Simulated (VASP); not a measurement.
Runs of VASP 6.6.1 on PbS. The structure is that of space group Cmcm (No. 63), or close to it. The cells are those of the table. 

| cell | gap on the mesh (eV) | pressure (GPa) | largest force (eV/Å) |
| --- | --- | --- | --- |
| a = 6.227, b = 6.227, c = 4.202 Å, angles 90.0, 90.0, 141.7°, 4 atoms | (a) | 1.2 | 0.32 |
| a = 6.168, b = 6.168, c = 4.162 Å, angles 90.0, 90.0, 141.7°, 4 atoms | (b) | 3.1 | 0.52 |
| a = 6.285, b = 6.285, c = 4.241 Å, angles 90.0, 90.0, 141.7°, 4 atoms | 1.07 | -0.5 | 0.13 |
| a = 6.453, b = 6.453, c = 4.354 Å, angles 90.0, 90.0, 141.7°, 4 atoms | 1.23 | -4.2 | 0.33 |
| a = 6.398, b = 6.398, c = 4.317 Å, angles 90.0, 90.0, 141.7°, 4 atoms | 1.18 | -3.1 | 0.19 |
| a = 6.342, b = 6.342, c = 4.279 Å, angles 90.0, 90.0, 141.7°, 4 atoms | (c) | -1.9 | 0.04 |
| a = 6.507, b = 6.507, c = 4.391 Å, angles 90.0, 90.0, 141.7°, 4 atoms | 1.27 | -5.1 | 0.46 |

Alike in all rows: task single point; level PBEsol; potentials or basis VASP PAW PBE potentials, release 64 (Pb_d, S); no spin polarisation; k mesh 6 × 6 × 6; cutoff (eV) 520; smearing gaussian 0.01 eV.

Fill in the values left out.

(a) 1.00; (b) 0.93; (c) 1.13.

Caveats: the PAW data sets were made with another functional, which shifts forces and pressure a little; spin-orbit coupling is left out, which moves the levels of the heavy elements; the cell stands under tension (at least some runs); the cell stands under pressure (at least some runs).

A k mesh can miss the band edges, and the runs leave out spin-orbit coupling on Pb.
